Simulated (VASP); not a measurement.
Wanted: the native input for a VASP 6.6.1 run.

```yaml
Task: single point
Functional: PBE
Potentials_or_basis: VASP PAW PBE potentials, release 64 (B, P)
Cutoff: 520 eV
k_mesh: 10 × 10 × 10
Occupations: fermi-dirac, width 0.02 eV
Spin: no spin polarisation
Dipole_correction: no
Further_INCAR_settings: ALGO = Normal; EDIFF = 1e-06; NBANDS = 11
```

The structure of BP lies in POSCAR:

```
BP
1.0
    0.0000000000      2.2683156780      2.2683156780
    2.2683156780      0.0000000000      2.2683156780
    2.2683156780      2.2683156780      0.0000000000
B P
1 1
Direct
    0.0000000000      0.0000000000      0.0000000000
    0.2500000000      0.2500000000      0.2500000000
```

The input as run:

INCAR

```
SYSTEM = BP
ALGO     = Normal         ! electronic algorithm
EDIFF    = 1E-6           ! SCF threshold, eV
ENCUT    = 520            ! plane-wave cutoff, eV
GGA      = PE             ! functional
ISIF     = 2              ! what is computed and relaxed
ISMEAR   = -1             ! smearing method
LASPH    = .TRUE.         ! aspherical terms in the spheres
LCHARG   = .TRUE.         ! write CHGCAR
LELF     = .TRUE.         ! ELF
LREAL    = .FALSE.        ! projectors in reciprocal space
LVHAR    = .TRUE.       
LWAVE    = .FALSE.        ! write WAVECAR
NBANDS   = 11             ! bands
NELM     = 60             ! most SCF steps
PREC     = Accurate       ! precision mode
SIGMA    = 0.02           ! smearing width, eV
```

KPOINTS

```
k-points
0
G
  10 10 10
  0 0 0
```

Potentials or basis: VASP PAW PBE potentials, release 64 (B, P).

Command:

```sh
$ cat potpaw_PBE.64/B/POTCAR potpaw_PBE.64/P/POTCAR > POTCAR
$ mpirun -np 1 vasp_std > vasp.out
```

It gave:

The pressure is 1.0 GPa. The band gap on the k mesh is 1.24 eV, indirect (least direct gap 3.40 eV).

It took 4 s on 1 thread of Intel(R) Xeon(R) 6975P-C (Granite Rapids), on a shared host, peak memory 0.13 GiB.
